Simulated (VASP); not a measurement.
Wanted: the native input for a VASP 6.6.1 run.

```
Task                   : electric field gradients
Functional             : PBEsol
Potentials or basis    : VASP PAW PBE potentials, release 64 (Mg_sv, H, O)
Cutoff                 : 750 eV
k mesh                 : 8 × 8 × 2
Occupations            : fermi-dirac, width 0.02 eV
Spin                   : no spin polarisation
Dipole correction      : no
Mended                 : yes
Further INCAR settings : ALGO = Normal; EDIFF = 1e-08; NBANDS = 56
```

The structure of Mg5H2O6 lies in POSCAR:

```
Mg5H2O6
1.0
    3.0067254844      0.0000000000      0.0000000000
   -1.5033627422      2.6039006517      0.0000000000
    0.0000000000      0.0000000000     14.5381729901
Mg H O
5 2 6
Direct
    0.6666666667      0.3333333333      0.1669002200
    0.3333333333      0.6666666667      0.8330997800
    0.3333333333      0.6666666667      0.3339015700
    0.6666666667      0.3333333333      0.6660984300
    0.0000000000      0.0000000000      0.5000000000
    0.3333333333      0.6666666667      0.0276981800
    0.6666666667      0.3333333333      0.9723018200
    0.3333333333      0.6666666667      0.5830961400
    0.6666666667      0.3333333333      0.4169038600
    0.0000000000      0.0000000000      0.7494001900
    0.6666666667      0.3333333333      0.9062668200
    0.3333333333      0.6666666667      0.0937331800
    0.0000000000      0.0000000000      0.2505998100
```

One way to write it, as run:

INCAR

```
SYSTEM = Mg5H2O6
PREC = Accurate
ENCUT = 750
EDIFF = 1E-8
ISMEAR = -1
SIGMA = 0.02
LREAL = .FALSE.
LASPH = .TRUE.
NELM = 120
ALGO = Normal
ISIF = 2
LWAVE = .FALSE.
LCHARG = .FALSE.
GGA = PS
LEFG = .TRUE.
NBANDS = 56
GGA_COMPAT = .FALSE.
```

KPOINTS

```
regular mesh
0
G
  8 8 2
  0 0 0
```

Potentials or basis: VASP PAW PBE potentials, release 64 (Mg_sv, H, O).

The run is started by

```console
$ cat potpaw_PBE.64/Mg_sv/POTCAR potpaw_PBE.64/H/POTCAR potpaw_PBE.64/O/POTCAR > POTCAR
$ mpirun -np 1 vasp_std > vasp.out
```

It gave:

| Property | Result |
| --- | --- |
| Pressure | 1.3 GPa |
| Largest force | 0.625 eV/Å |
| Band gap on the k mesh | 4.13 eV |
| Largest electric field gradient by atom | Mg +0.8, +1.1 (each value once); H +46.7; O -3.9, -6.3, +131.0 (each value once) V/Å² |

Caveat: without QUAD_EFG the Cq values of the log hold for a quadrupole moment of 1 mb, not for the nuclei; the PAW data sets were made with another functional, which shifts forces and pressure a little.

Run time: 5.8 min on 1 thread of Intel(R) Xeon(R) Platinum 8259CL CPU @ 2.50GHz (Skylake/Cascade Lake), on a shared host, peak memory 0.42 GiB.
